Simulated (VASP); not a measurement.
Write the native input for VASP 6.6.1 that does the following.

| Property | Result |
| --- | --- |
| Task | single point |
| Functional | HSE06 |
| Potentials or basis | VASP PAW PBE potentials, release 64 (Al, N) |
| Cutoff | 520 eV |
| k mesh | 8 × 8 × 8 |
| Occupations | gaussian, width 0.01 eV |
| Spin | no spin polarisation |
| Dipole correction | no |
| Grid for exact exchange (PRECFOCK) | Normal |
| Further INCAR settings | ALGO = Normal; EDIFF = 1e-06; NBANDS = 11 |
| Share of exact exchange | 0.25 |
| Screening parameter | 0.2079 1/Å |

The system is AlN.

```
Al N
1.0
     0.00000    2.03906    2.00380
     2.03906    0.00000    2.00380
     2.03906    2.03906    0.00000
Al N
1 1
Cartesian
  0.0000 0.0000 0.0000
  2.0391 2.0391 2.0038
```

This cell differs from its parent crystal: epitaxial xy strain +1.0%.

These files were run (other wordings do the same):

POSCAR

```
AlN
1.0
    0.0000000000      2.0390571367      2.0037993240
    2.0390571367      0.0000000000      2.0037993240
    2.0390571367      2.0390571367      0.0000000000
Al N
1 1
Direct
    0.0000000000      0.0000000000      0.0000000000
    0.5000000000      0.5000000000      0.5000000000
```

INCAR.step1

```
SYSTEM = AlN
  ALGO = Normal
  EDIFF = 1E-5
  ENCUT = 520
  GGA = PE
  ISIF = 2
  ISMEAR = 0
  LASPH = .TRUE.
  LCHARG = .FALSE.
  LREAL = .FALSE.
  LWAVE = .TRUE.
  NBANDS = 11
  NELM = 60
  PREC = Accurate
  SIGMA = 0.01
```

INCAR.step2

```
SYSTEM = AlN
  ALGO = Normal
  EDIFF = 1E-6
  ENCUT = 520
  GGA = PE
  HFSCREEN = 0.2079
  ISIF = 2
  ISMEAR = 0
  ISTART = 1
  LASPH = .TRUE.
  LCHARG = .FALSE.
  LHFCALC = .TRUE.
  LREAL = .FALSE.
  LWAVE = .FALSE.
  NBANDS = 11
  NELM = 60
  PREC = Accurate
  PRECFOCK = Normal
  SIGMA = 0.01
```

KPOINTS

```
k-points
0
G
  8 8 8
  0 0 0
```

Potentials or basis: VASP PAW PBE potentials, release 64 (Al, N).

The run is started by

```console
$ cat potpaw_PBE.64/Al/POTCAR potpaw_PBE.64/N/POTCAR > POTCAR
$ cp INCAR.step1 INCAR
$ mpirun -np 1 vasp_std > vasp.out
$ cp INCAR.step2 INCAR
$ mpirun -np 1 vasp_std > vasp.out
```

It gave:

```yaml
Pressure: -4.6 GPa
Band_gap_on_the_k_mesh: 5.72 eV (least direct gap 7.01 eV)
```

Caveat: the cell differs from its parent crystal (epitaxial xy strain +1.0%); the cell stands under tension; the structure was generated, so it needn't be the stable form of AlN; the PAW data sets were made with another functional, which shifts forces and pressure a little.

Run time: 59 min on 1 thread of Intel Xeon 8259CL, with other jobs on the host, peak memory 0.26 GiB.
